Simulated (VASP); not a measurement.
A run of VASP 6.6.1:

INCAR

```
ALGO = Normal
EDIFF = 1E-6
ENCUT = 500
GGA = PE
GGA_COMPAT = False
ISIF = 2
ISMEAR = 0
LASPH = True
LCHARG = False
LREAL = False
LWAVE = False
NBANDS = 28
NELM = 120
PREC = Accurate
SIGMA = 0.2
```

The input KPOINTS:

```
k-points
0
Gamma
  4 4 3
```

POSCAR

```
TaSi5B2
1.0
    6.7016255284      0.0000000038      0.0000000000
   -3.3508127675      5.8037779524      0.0000000000
    0.0000000000      0.0000000000      3.8615914249
Ta Si B
1 5 2
Direct
    0.0000000000      0.0000000000      0.5000000000
    0.3333333333      0.6666666667      0.0000000000
    0.6666666667      0.3333333333      0.0000000000
    0.5000000000      0.0000000000      0.5000000000
    0.0000000000      0.5000000000      0.5000000000
    0.5000000000      0.5000000000      0.5000000000
    0.3333333333      0.6666666667      0.5000000000
    0.6666666667      0.3333333333      0.5000000000
```

Potentials or basis: VASP PAW PBE potentials, release 64 (Ta_pv, Si, B).

The run is started by

```console
$ cat potpaw_PBE.64/Ta_pv/POTCAR potpaw_PBE.64/Si/POTCAR potpaw_PBE.64/B/POTCAR > POTCAR
$ mpirun -np 1 vasp_std > vasp.out
```

Hardware: 1 thread of AMD EPYC 7R43 64-Core Processor (Zen 3), on a shared host.

How long does it take, and how much memory?

Run time: 39 s on 1 thread of AMD EPYC 7R43 64-Core Processor (Zen 3) (shared host), peak memory 0.22 GiB. Counts: scf iterations 16, k points 8.
